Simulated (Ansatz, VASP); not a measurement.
## TiO2: VASP beside Ansatz

```xyz
3
Lattice="0.0000 2.3968 2.3968 2.3968 0.0000 2.3968 2.3968 2.3968 0.0000" Properties=species:S:1:pos:R:3 pbc="T T T"
Ti    0.0000    0.0000    0.0000
O     1.1984    1.1984    1.1984
O     3.5952    3.5952    3.5952
```

Alike in both runs: task single point; functional PBE; k mesh 10 × 10 × 10; occupations fermi-dirac, width 0.02 eV; no spin polarisation.

|  | VASP | Ansatz |
| --- | --- | --- |
| version | VASP 6.6.1 | Ansatz 0.2.0 |
| potentials or method | VASP PAW PBE potentials, release 64 (Ti_sv, O) | plane waves, PAW |
| plane-wave cutoff (eV) | 520 | 420 |
| valence electrons in the cell | 24 | 24 |

|  | VASP | Ansatz | Ansatz less VASP |
| --- | --- | --- | --- |
| gap on the k mesh at the Fermi level (eV) | 1.13 | 1.14 | +0.018 |
| pressure (GPa) | 6.8 | 5.9 | -0.86 |
